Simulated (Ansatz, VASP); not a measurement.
One calculation of Pt, two programs

Contents of POSCAR:

```
Pt
1.0
   -1.5694863909      1.6322658465      1.5694863909
    1.5694863909     -1.6322658465      1.5694863909
    1.5694863909      1.6322658465     -1.5694863909
Pt
1
Direct
    0.0000000000      0.0000000000      0.0000000000
```

File INCAR.step1:

```
ALGO = Normal ; EDIFF = 1E-4
ENCUT = 520 ; GGA = PE
ISMEAR = 0 ; LASPH = T
LCHARG = F ; LREAL = F
LWAVE = T ; NBANDS = 11
NELM = 100 ; PREC = Accurate
SIGMA = 0.15
```

Contents of INCAR.step2:

```
ALGO = Normal ; EDIFF = 1E-6
ENCUT = 520 ; ISIF = 2
ISMEAR = 0 ; ISTART = 1
LASPH = T ; LCHARG = F
LMIXTAU = T ; LREAL = F
LWAVE = F ; METAGGA = R2SCAN
NBANDS = 11 ; NELM = 100
PREC = Accurate ; SIGMA = 0.15
```

Contents of KPOINTS:

```
k-points
0
Gamma
  26 26 26
```

Input for Ansatz:

```yaml
crystal:
  lattice:
    - [-1.5694863909, 1.6322658465, 1.5694863909]
    - [1.5694863909, -1.6322658465, 1.5694863909]
    - [1.5694863909, 1.6322658465, -1.5694863909]
  atoms:
    - { symbol: Pt, position: [0.0, 0.0, 0.0] }
basis:
  ecutwfc: 500
kpoints:
  mp_grid: { grid: [26, 26, 26] }
hamiltonian:
  xc: r2scan
scf:
  occupations: { method: gaussian, width: 0.15 }
output:
  forces: true
  stress: true
  eigenvalues: true
```

Change from the starting cell: strain +0.0400 x Voigt [0, 1, 0, 0, 0, 0], atoms carried along.

Alike in both runs: task single point; functional r2SCAN; k mesh 26 × 26 × 26; occupations gaussian, width 0.15 eV; no spin polarisation.

|  | VASP | Ansatz |
| --- | --- | --- |
| version | VASP 6.6.1 | Ansatz 0.2.0 |
| potentials or method | VASP PAW PBE potentials, release 64 (Pt), cutoff 520 eV | scalar-relativistic, plane waves, PAW |
| valence electrons in the cell | 10 | 18 |

Ansatz gave:

```
gap on the k mesh at the Fermi level (eV)                     : none
pressure (GPa)                                                : -9.1
traceless stress, the component that is largest in VASP (GPa) : 1.79
```

Problem. What did VASP give for the same quantities?

Solution. gap on the k mesh at the Fermi level (eV): none; pressure (GPa): -8.6; traceless stress, the component that is largest in VASP (GPa): 1.81.

VASP's potentials were made for PBE, not for r2SCAN. A gap of «none» marks a metal or a gap that the smearing closes. With one functional, cell and mesh, what is left measures potentials, basis and numerics. VASP's potentials hold 10 valence electrons a cell and Ansatz's 18, so a difference there can come from the potentials and not from the codes.

Neither program's run includes spin-orbit coupling.
